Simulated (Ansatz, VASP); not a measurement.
PtSe in VASP and in Ansatz

```
Pt Se
1.0
     3.70187    0.00000    0.00000
    -1.85094    3.20591    0.00000
     0.00000    0.00000    3.61284
Pt Se
1 1
Direct
  0.00000 0.00000 0.00000
  0.66667 0.33333 0.50000
```

Alike in both runs: task relaxation of cell and atoms; functional r2SCAN; k mesh 8 × 8 × 7; occupations fermi-dirac, width 0.05 eV; no spin polarisation.

```csv
,VASP,Ansatz
version,VASP 6.6.1,Ansatz 0.2.0
potentials or method,"VASP PAW PBE potentials, release 64 (Pt, Se)",Ansatz PAW
plane-wave cutoff (eV),600,500
valence electrons in the cell,16,34
```

Ansatz gave:

```
gap on the k mesh at the Fermi level, each at its own relaxed structure (eV) : none
relaxed volume (Å³/atom)                                                     : 18.79
relaxed cell length with the largest relative difference (Å)                 : 3.279
```

Task: What did VASP give for the same quantities?

Result: gap on the k mesh at the Fermi level, each at its own relaxed structure (eV): none; relaxed volume (Å³/atom): 18.81; relaxed cell length with the largest relative difference (Å): 3.272.

VASP's potentials were made for PBE, not for r2SCAN. A gap of «none» marks a metal or a gap that the smearing closes. VASP's potentials hold 16 valence electrons a cell and Ansatz's 34, so a difference there can come from the potentials and not from the codes.

Spin-orbit coupling is off throughout. Noted on Ansatz's run: the plane-wave basis is chosen anew once the cell has moved, so the energies of steps on either side of that aren't comparable.
